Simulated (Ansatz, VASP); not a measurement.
SnO in VASP and in Ansatz

```xyz
2
Lattice="0.0000 2.7006 2.7006 2.7006 0.0000 2.7006 2.7006 2.7006 0.0000" Properties=species:S:1:pos:R:3 pbc="T T T"
Sn    0.0000    0.0000    0.0000
O     1.3503    1.3503    1.3503
```

Change from the starting cell: volume scaled by 0.96, crystal datasets.

Alike in both runs: task electric field gradients; functional PBE; k mesh 12 × 12 × 12; occupations fermi-dirac, width 0.08 eV; no spin polarisation.

```csv
,VASP,Ansatz
version,VASP 6.6.1,Ansatz 0.2.0
potentials or method,"VASP PAW PBE potentials, release 64 (Sn_d, O), cutoff 520 eV","all-electron PAW with datasets made for the crystal, scalar-relativistic"
```

```csv
,VASP,Ansatz,Ansatz less VASP
pressure (GPa),2.7,2.7,-0.07
```

Ansatz ran all-electron here, and VASP with PAW potentials.
